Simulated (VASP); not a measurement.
# Fe in VASP: further runs, part 2 of 2

VASP 6.6.1.

### Step 3. Single point, PBE, collinear spin, ferromagnetic start

INCAR reads:

```
SYSTEM = Fe
ALGO = Normal
EDIFF = 1E-6
ENCUT = 520
GGA = PE
ISIF = 2
ISMEAR = 0
ISPIN = 2
LASPH = .True.
LCHARG = .False.
LMAXMIX = 4
LORBIT = 11
LREAL = .False.
LWAVE = .False.
MAGMOM = 4
NBANDS = 14
NELM = 150
PREC = Accurate
SIGMA = 0.1
```

KPOINTS reads:

```
k-points
0
Gamma
  10 10 10
  0 0 0
```

POSCAR reads:

```
Fe
1.0
   -1.2612468647      1.2612468647      1.9188031123
    1.2612468647     -1.2612468647      1.9188031123
    1.2612468647      1.2612468647     -1.9188031123
Fe
1
Direct
    0.0000000000      0.0000000000      0.0000000000
```

Potentials or basis: VASP PAW PBE potentials, release 64 (Fe).

The run is started by

```console
> cat potpaw_PBE.64/Fe/POTCAR > POTCAR
> mpirun -np 1 vasp_std > vasp.out
```

OUTCAR:

```text
SYSTEM = Fe
   EDIFF = 1E-6
   ENCUT = 520
   GGA = PE
   ISIF = 2
   ISMEAR = 0
   ISPIN = 2
   LASPH = .True.
   LORBIT = 11
   LREAL = .False.
   NELM = 150
   PREC = Accurate

 ion  position               nearest neighbor table
   1  0.000  0.000  0.000-

  LATTYP: Found a body centered tetragonal cell.
 ALAT       =     2.5224937294
 C/A-ratio  =     1.5213541187

  Lattice vectors:

 A1 = (  -1.2612468647,   1.2612468647,   1.9188031123)
 A2 = (   1.2612468647,  -1.2612468647,   1.9188031123)
 A3 = (   1.2612468647,   1.2612468647,  -1.9188031123)

Analysis of symmetry for initial positions (statically):
=====================================================================
 Subroutine PRICEL returns:
 Original cell was already a primitive cell.

 Routine SETGRP: Setting up the symmetry group for a
 body centered tetragonal supercell.

[... 605 lines left out ...]
      5       6.4553      0.00000
      6       7.2233      0.00000
      7      26.7339      0.00000
      8      30.3630      0.00000
      9      31.8150      0.00000
     10      31.8150      0.00000
     11      34.2864      0.00000
     12      34.2865      0.00000
     13      34.7964      0.00000
     14      35.4805      0.00000
[... 379 lines left out ...]
      3       5.0363      0.99986
      4       6.5397      0.00000
      5       7.3848      0.00000
      6      11.6754      0.00000
      7      13.1080      0.00000
      8      18.0650      0.00000
      9      22.4735      0.00000
     10      26.1155      0.00000
     11      37.3460      0.00000
     12      38.3509      0.00000
     13      41.7445      0.00000
     14      45.3955      0.00000

 [... further k-points ...]

------------------------ aborting loop because EDIFF is reached ----------------------------------------

  FORCE on cell =-STRESS in cart. coord.  units (eV):
  Direction    XX          YY          ZZ          XY          YZ          ZX
  --------------------------------------------------------------------------------------
  -------------------------------------------------------------------------------------
  Total       -0.4356161     -0.4356161      0.2530541      0.0000000      0.0000000      0.0000000
  in kB      -57.1641736    -57.1641736     33.2072856      0.0000000      0.0000000      0.0000000
  external PRESSURE =     -27.0403539 kB  Pullay stress =       0.0000000 kB

 VOLUME and BASIS-vectors are now :
 -----------------------------------------------------------------------------
  energy-cutoff  :      520.00
  volume of cell :       12.21
      direct lattice vectors                 reciprocal lattice vectors
    -1.261246865  1.261246865  1.918803112     0.000000000  0.396433096  0.260579106
     1.261246865 -1.261246865  1.918803112     0.396433096  0.000000000  0.260579106
     1.261246865  1.261246865 -1.918803112     0.396433096  0.396433096  0.000000000

 POSITION                                       TOTAL-FORCE (eV/Angst)
 -----------------------------------------------------------------------------------
      0.00000      0.00000      0.00000         0.000000      0.000000     -0.000000
 -----------------------------------------------------------------------------------
    total drift:                                0.000000     -0.000000      0.000000

  FREE ENERGIE OF THE ION-ELECTRON SYSTEM (eV)
  ---------------------------------------------------
  free  energy   TOTEN  =        -8.1010021533 eV

  energy  without entropy=       -8.0950091223  energy(sigma->0) =       -8.09800564

 total charge

# of ion       s       p       d       tot
------------------------------------------
    1        0.467   0.486   6.178   7.131

 magnetization (x)

# of ion       s       p       d       tot
------------------------------------------
    1       -0.015  -0.045   2.663   2.603
```

OSZICAR:

```text
N       E                     dE             d eps       ncg     rms          rms(c)
DAV:   1     0.222733727525E+02    0.22273E+02   -0.40131E+03  6236   0.748E+02
DAV:   2    -0.773904441573E+01   -0.30012E+02   -0.27435E+02  6258   0.127E+02
DAV:   3    -0.864101828662E+01   -0.90197E+00   -0.89686E+00  6936   0.230E+01
DAV:   4    -0.864406337316E+01   -0.30451E-02   -0.30446E-02  6780   0.120E+00
DAV:   5    -0.864407961695E+01   -0.16244E-04   -0.16243E-04  6990   0.888E-02    0.112E+01
DAV:   6    -0.818032909789E+01    0.46375E+00   -0.96397E+00  7206   0.346E+01    0.574E+00
DAV:   7    -0.811278224899E+01    0.67547E-01   -0.62005E-01  6906   0.838E+00    0.341E+00
DAV:   8    -0.810738957326E+01    0.53927E-02   -0.61807E-03  6906   0.494E-01    0.153E+00
DAV:   9    -0.810082930216E+01    0.65603E-02   -0.91585E-03  7250   0.554E-01    0.310E-01
DAV:  10    -0.810094018116E+01   -0.11088E-03   -0.38893E-04  6848   0.214E-01    0.806E-02
DAV:  11    -0.810100100473E+01   -0.60824E-04   -0.15308E-04  7546   0.107E-01    0.391E-02
DAV:  12    -0.810100144979E+01   -0.44506E-06   -0.10002E-05  6596   0.212E-02    0.150E-02
DAV:  13    -0.810100358738E+01   -0.21376E-05   -0.21472E-06  4716   0.113E-02    0.122E-02
DAV:  14    -0.810100199359E+01    0.15938E-05   -0.84738E-07  3438   0.894E-03    0.391E-03
DAV:  15    -0.810100215333E+01   -0.15974E-06   -0.11088E-07  3114   0.360E-03
   1 F= -.81010022E+01 E0= -.80980056E+01  d E =-.599303E-02  mag=     2.6059
```

Wall time 15 s (1 thread of Intel Xeon 6975P-C (Granite Rapids), shared host); peak memory 0.14 GiB.

What came out:

```yaml
Free_energy: -8.1010 eV
Pressure: -2.7 GPa
Net_moment: 2.61 μB per cell
Site_moments: Fe +2.60 μB
Valence_electrons_inside_the_program's_atomic_spheres: Fe 7.13
```

### Step 4. Single point, PBE, collinear spin, ferromagnetic start

This run uses another cell than the first one, of 12.01 Å³/atom.

INCAR reads:

```
SYSTEM = Fe
ALGO     = Normal         ! electronic algorithm
EDIFF    = 1E-7           ! SCF threshold, eV
ENCUT    = 520            ! plane-wave cutoff, eV
GGA      = PE             ! functional
ISIF     = 2              ! what is computed and relaxed
ISMEAR   = 0              ! smearing method
ISPIN    = 2              ! spin polarisation
LASPH    = .True.         ! aspherical terms in the spheres
LCHARG   = .True.         ! write CHGCAR
LELF     = .True.         ! ELF
LMAXMIX  = 4              ! l up to which the mixer works
LORBIT   = 11             ! projections on sites
LREAL    = .False.        ! projectors in reciprocal space
LVHAR    = .True.       
LWAVE    = .False.        ! write WAVECAR
MAGMOM   = 3.01           ! initial moments
NBANDS   = 14             ! bands
NELM     = 150            ! most SCF steps
PREC     = Accurate       ! precision mode
SIGMA    = 0.1            ! smearing width, eV
```

KPOINTS reads:

```
k-points
0
Gamma
  26 26 26
  0 0 0
```

POSCAR reads:

```
Fe
1.0
    0.0000000000      1.8177064339      1.8177064339
    1.8177064339      0.0000000000      1.8177064339
    1.8177064339      1.8177064339      0.0000000000
Fe
1
Direct
    0.0000000000      0.0000000000      0.0000000000
```

Potentials or basis: VASP PAW PBE potentials, release 64 (Fe).

The run is started by

```console
> cat potpaw_PBE.64/Fe/POTCAR > POTCAR
> mpirun -np 1 vasp_std > vasp.out
```

OUTCAR:

```text
SYSTEM = Fe
   EDIFF = 1E-7
   ENCUT = 520
   GGA = PE
   ISIF = 2
   ISMEAR = 0
   ISPIN = 2
   LASPH = .True.
   LORBIT = 11
   LREAL = .False.
   NELM = 150
   PREC = Accurate

 ion  position               nearest neighbor table
   1  0.000  0.000  0.000-

  LATTYP: Found a face centered cubic cell.
 ALAT       =     3.6354128678

[... 1024 lines left out ...]

  FORCE on cell =-STRESS in cart. coord.  units (eV):
  Direction    XX          YY          ZZ          XY          YZ          ZX
  --------------------------------------------------------------------------------------
  -------------------------------------------------------------------------------------
  Total       -0.0163060     -0.0163060     -0.0163060     -0.0000000      0.0000000     -0.0000000
  in kB       -2.1749866     -2.1749866     -2.1749866     -0.0000000      0.0000000     -0.0000000
  external PRESSURE =      -2.1749866 kB  Pullay stress =       0.0000000 kB

 VOLUME and BASIS-vectors are now :
 -----------------------------------------------------------------------------
  energy-cutoff  :      520.00
  volume of cell :       12.01
      direct lattice vectors                 reciprocal lattice vectors
     0.000000000  1.817706434  1.817706434    -0.275071921  0.275071921  0.275071921
     1.817706434  0.000000000  1.817706434     0.275071921 -0.275071921  0.275071921
     1.817706434  1.817706434  0.000000000     0.275071921  0.275071921 -0.275071921

 POSITION                                       TOTAL-FORCE (eV/Angst)
 -----------------------------------------------------------------------------------
      0.00000      0.00000      0.00000        -0.000000      0.000000     -0.000000
 -----------------------------------------------------------------------------------
    total drift:                                0.000000      0.000000      0.000000

  FREE ENERGIE OF THE ION-ELECTRON SYSTEM (eV)
  ---------------------------------------------------
  free  energy   TOTEN  =        -8.0881915864 eV

  energy  without entropy=       -8.0826875166  energy(sigma->0) =       -8.08543955

 total charge

# of ion       s       p       d       tot
------------------------------------------
    1        0.473   0.500   6.185   7.159

 magnetization (x)

# of ion       s       p       d       tot
------------------------------------------
    1       -0.017  -0.052   2.638   2.569
```

OSZICAR:

```text
N       E                     dE             d eps       ncg     rms          rms(c)
DAV:   1     0.218160586172E+02    0.21816E+02   -0.38324E+03 31180   0.689E+02
DAV:   2    -0.807797524604E+01   -0.29894E+02   -0.27502E+02 31010   0.127E+02
DAV:   3    -0.899536876260E+01   -0.91739E+00   -0.90551E+00 34664   0.232E+01
DAV:   4    -0.899852780691E+01   -0.31590E-02   -0.31585E-02 33344   0.122E+00
DAV:   5    -0.899854423858E+01   -0.16432E-04   -0.16432E-04 34874   0.909E-02    0.109E+01
DAV:   6    -0.817528531441E+01    0.82326E+00   -0.12114E+01 35942   0.384E+01    0.611E+00
DAV:   7    -0.806057700568E+01    0.11471E+00   -0.10320E+00 34808   0.105E+01    0.323E+00
DAV:   8    -0.807560268353E+01   -0.15026E-01   -0.16391E-02 35146   0.824E-01    0.230E+00
DAV:   9    -0.806895638970E+01    0.66463E-02   -0.10664E-01 36404   0.239E+00    0.176E+00
DAV:  10    -0.807784715909E+01   -0.88908E-02   -0.13789E-03 37654   0.401E-01    0.114E+00
DAV:  11    -0.808830089047E+01   -0.10454E-01   -0.13742E-02 35076   0.823E-01    0.167E-01
DAV:  12    -0.808793599824E+01    0.36489E-03   -0.60743E-04 42442   0.194E-01    0.217E-01
DAV:  13    -0.808807057344E+01   -0.13458E-03   -0.39737E-05 35934   0.457E-02    0.136E-01
DAV:  14    -0.808819161752E+01   -0.12104E-03   -0.16399E-04 35594   0.902E-02    0.155E-02
DAV:  15    -0.808819163510E+01   -0.17576E-07   -0.26119E-06 40526   0.116E-02    0.732E-03
DAV:  16    -0.808819158638E+01    0.48719E-07   -0.21834E-07 22918   0.392E-03
   1 F= -.80881916E+01 E0= -.80854396E+01  d E =-.550407E-02  mag=     2.5703
```

It took 78 s on 1 thread of Intel Xeon 6975P-C (Granite Rapids), shared host; peak memory 0.23 GiB.

What came out:

```yaml
Free_energy: -8.0882 eV
Pressure: -0.2 GPa
Net_moment: 2.57 μB per cell
Site_moments: Fe +2.57 μB
Valence_electrons_inside_the_program's_atomic_spheres: Fe 7.16
```

Levels at points of the mesh, in eV from the Fermi level:
Spin up:
| k point | band 1 | band 2 | band 3 | band 4 | band 5 | band 6 | band 7 | band 8 | band 9 | band 10 |
| --- | --- | --- | --- | --- | --- | --- | --- | --- | --- | --- |
| (0.00, 0.00, 0.00) | -8.37 | -2.44 | -2.44 | -2.44 | -1.46 | -1.46 | 21.79 | 25.83 | 25.83 | 25.83 |
| (0.50, 0.00, 0.00) | -4.86 | -2.60 | -2.60 | -0.53 | -0.53 | -0.15 | 6.00 | 20.42 | 23.49 | 23.49 |
| (0.50, 0.50, 0.00) | -4.98 | -4.34 | -0.68 | -0.25 | -0.25 | 2.47 | 9.22 | 14.06 | 14.06 | 18.91 |
Spin down:
```tsv
k point	band 1	band 2	band 3	band 4	band 5	band 6
(0.00, 0.00, 0.00)	-8.14	-0.09	-0.09	-0.09	1.51	1.51
(0.50, 0.00, 0.00)	-3.46	-0.06	-0.06	-0.01	2.30	2.30
(0.50, 0.50, 0.00)	-3.20	-2.45	2.42	2.44	2.44	2.70
```

### Step 5. Overview

```csv
cell,k mesh,gap on the mesh (eV),pressure (GPa),moment (μB)
"a = 2.585 Å, angles 60.0°, 1 atom",8 × 8 × 8,none,-0.6,2.70
"a = 2.620 Å, angles 122.4, 122.4, 85.8°, 1 atom",10 × 10 × 10,none,-2.7,2.61
"a = 2.571 Å, angles 60.0°, 1 atom",26 × 26 × 26,none,-0.2,2.57
```

Alike in all rows: task single point; level PBE; potentials or basis VASP PAW PBE potentials, release 64 (Fe); spin collinear, ferromagnetic start; cutoff (eV) 520; smearing gaussian 0.1 eV.

Caveats: some runs use coarse meshes.

Absolute energies hang on the potentials; compare differences alone.
